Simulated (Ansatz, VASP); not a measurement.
**One calculation of ZnSnN2, two programs**

Contents of INCAR:

```
ALGO = Normal
EDIFF = 1E-7
ENCUT = 520
GGA = PE
ISIF = 2
ISMEAR = -1
LASPH = T
LCHARG = F
LREAL = F
LWAVE = F
NBANDS = 26
NELM = 100
PREC = Accurate
SIGMA = 0.02
```

KPOINTS

```
k-points
0
Gamma
  6 6 4
```

POSCAR

```
ZnSnN2
1.0
    3.4136646627      0.0000000000      0.0000000000
    0.0000000000      3.4136646627      0.0000000000
    0.0000000000      0.0000000000      4.7642197789
Zn N Sn
1 2 1
Direct
    0.0000000000      0.0000000000      0.0000000000
    0.0000000000      0.5000000000      0.2443005681
    0.5000000000      0.0000000000      0.7556994319
    0.5000000000      0.5000000000      0.5000000000
```

Input for Ansatz:

```yaml
crystal:
  lattice:
    - [3.4136646627, 0.0, 0.0]
    - [0.0, 3.4136646627, 0.0]
    - [0.0, 0.0, 4.7642197789]
  atoms:
    - { symbol: Zn, position: [0.0, 0.0, 0.0] }
    - { symbol: "N", position: [0.0, 0.5, 0.2443005681] }
    - { symbol: Sn, position: [0.5, 0.5, 0.5] }
    - { symbol: "N", position: [0.5, 0.0, 0.7556994319] }
kpoints:
  mp_grid: { grid: [6, 6, 4] }
hamiltonian:
  xc: pbe
scf:
  occupations: { method: fermi_dirac, width: 0.02 }
  n_extra_bands: 5
output:
  forces: true
  stress: true
  eigenvalues: true
```

Alike in both runs: task single point; functional PBE; k mesh 6 × 6 × 4; occupations fermi-dirac, width 0.02 eV; no spin polarisation.

|  | VASP | Ansatz |
| --- | --- | --- |
| version | VASP 6.6.1 | Ansatz 0.2.0 |
| potentials or method | VASP PAW PBE potentials, release 64 (Zn, N, Sn_d) | plane waves, PAW |
| plane-wave cutoff (eV) | 520 | 420 |
| valence electrons in the cell | 36 | 36 |

|  | VASP | Ansatz | Ansatz less VASP |
| --- | --- | --- | --- |
| pressure (GPa) | 0.4 | 0.1 | -0.31 |
| rms of the force components (eV/Å) | 0.005 | 0.003 | -0.0016 |

With one functional, cell and mesh, what is left measures potentials, basis and numerics.
